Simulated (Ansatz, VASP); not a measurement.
## Two plane-wave programs on ZnBi3

```
Zn Bi
1.0
    -2.62519    2.62519    4.61146
     2.62519   -2.62519    4.61146
     2.62519    2.62519   -4.61146
Zn Bi
1 3
Direct
  0.00000 0.00000 0.00000
  0.75000 0.25000 0.50000
  0.25000 0.75000 0.50000
  0.50000 0.50000 0.00000
```

Alike in both runs: task single point; functional PBE; k mesh 12 × 12 × 12; occupations gaussian, width 0.1 eV; no spin polarisation.

|  | VASP | Ansatz |
| --- | --- | --- |
| version | VASP 6.6.1 | Ansatz 0.2.0 |
| potentials or method | VASP PAW PBE potentials, release 64 (Zn, Bi_d), cutoff 520 eV | scalar-relativistic, plane waves, PAW |
| valence electrons in the cell | 57 | 57 |

|  | VASP | Ansatz | Ansatz less VASP |
| --- | --- | --- | --- |
| gap on the k mesh at the Fermi level (eV) | none | none | - |
| pressure (GPa) | -3.6 | -3.5 | +0.04 |
| traceless stress, the component that is largest in VASP (GPa) | 0.37 | 0.36 | -0.004 |

A gap of «none» marks a metal or a gap that the smearing closes. With one functional, cell and mesh, what is left measures potentials, basis and numerics.

Neither program's run includes spin-orbit coupling.
